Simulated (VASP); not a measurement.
A run of VASP 6.6.1 is set up as follows.

The input INCAR:

```
SYSTEM = NaH
PREC = Accurate
ENCUT = 520
EDIFF = 1E-6
ISMEAR = 0
SIGMA = 0.05
LREAL = .FALSE.
LASPH = .TRUE.
NELM = 60
ALGO = Normal
ISIF = 2
LWAVE = .FALSE.
LCHARG = .FALSE.
NBANDS = 11
```

The input KPOINTS:

```
Automatic mesh
0
G
  12 12 12
  0 0 0
```

Contents of POSCAR:

```
NaH
1.0
    2.9551240000      0.0000000000      0.0000000000
    0.0000000000      2.9551240000      0.0000000000
    0.0000000000      0.0000000000      2.9107971400
Na H
1 1
Direct
    0.0000000000      0.0000000000      0.0000000000
    0.5000000000      0.5000000000      0.5000000000
```

Potentials or basis: VASP PAW LDA potentials, release 64 (Na_pv, H).

Run with:

```bash
$ cat potpaw_LDA.64/Na_pv/POTCAR potpaw_LDA.64/H/POTCAR > POTCAR
$ mpirun -np 1 vasp_std > vasp.out
```

Problem. Predict the band gap on the k mesh.

Solution. 0.53 eV (least direct gap 4.17 eV).

Problem. Estimate the pressure.

Solution. -1.8 GPa.

Stress tensor (GPa, compression positive):
```
-2.35  0.00  0.00
 0.00 -2.35  0.00
 0.00  0.00 -0.63
```

Caveat: the cell differs from its parent crystal (strain -0.0150 x Voigt [0, 0, 1, 0, 0, 0]). A k mesh can miss the band edges.
